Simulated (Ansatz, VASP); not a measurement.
Nb in VASP and in Ansatz

The input POSCAR:

```
Nb
1.0
   -1.6639500000      1.6639500000      1.6639500000
    1.6639500000     -1.6639500000      1.6639500000
    1.6639500000      1.6639500000     -1.6639500000
Nb
1
Direct
    0.0000000000      0.0000000000      0.0000000000
```

INCAR.step1

```
ALGO = Normal
EDIFF = 1E-5
EDIFFG = -0.005
ENCUT = 500
GGA = PE
GGA_COMPAT = False
IBRION = 2
ISIF = 3
ISMEAR = -1
LASPH = True
LCHARG = False
LREAL = False
LWAVE = True
NBANDS = 12
NELM = 120
NELMIN = 4
NSW = 100
PREC = Accurate
SIGMA = 0.05
```

Contents of INCAR.step2:

```
AEXX = 1.0
AGGAC = 0.0
ALDAC = 0.0
ALGO = Normal
EDIFF = 1E-7
EDIFFG = -0.01
ENCUT = 500
GGA = PE
GGA_COMPAT = False
IBRION = 2
ISIF = 3
ISMEAR = -1
ISTART = 1
LASPH = True
LCHARG = False
LHFCALC = True
LREAL = False
LWAVE = False
NELM = 120
NELMIN = 4
NSW = 60
PREC = Accurate
PRECFOCK = Normal
SIGMA = 0.05
```

KPOINTS

```
k-points
0
Gamma
  6 6 6
```

input.yaml

```yaml
crystal:
  lattice:
    - [-1.66395, 1.66395, 1.66395]
    - [1.66395, -1.66395, 1.66395]
    - [1.66395, 1.66395, -1.66395]
  atoms:
    - { symbol: Nb, position: [0.0, 0.0, 0.0] }
hamiltonian:
  xc: hf
  pseudopotentials: { kind: paw }
kpoints:
  mp_grid: { grid: [6, 6, 6] }
scf:
  occupations: { method: fermi_dirac, width: 0.05 }
output:
  forces: true
  stress: true
relax:
  f_tol: 0.01
  max_steps: 40
  cell: { stress_tol: 0.05 }
```

Alike in both runs: task relaxation of cell and atoms; functional HF; k mesh 6 × 6 × 6; occupations fermi-dirac, width 0.05 eV; no spin polarisation.

|  | VASP | Ansatz |
| --- | --- | --- |
| version | VASP 6.6.1 | Ansatz 0.2.0 |
| potentials or method | VASP PAW PBE potentials, release 64 (Nb_sv) | Ansatz PAW |
| plane-wave cutoff (eV) | 500 | 420 |
| valence electrons in the cell | 13 | 13 |

```tsv
	VASP	Ansatz	Ansatz less VASP
gap on the k mesh at the Fermi level, each at its own relaxed structure (eV)	none	none	-
relaxed volume (Å³/atom)	18.21	18.34	+0.123
relaxed cell length with the largest relative difference (Å)	2.871	2.877	+0.0065
```

VASP's potentials were made for PBE, not for HF. A gap of «none» marks a metal or a gap that the smearing closes.

The k mesh is coarse, so the values compare programs but aren't converged. Noted on Ansatz's run: the plane-wave basis is chosen anew once the cell has moved, so the energies of steps on either side of that aren't comparable.
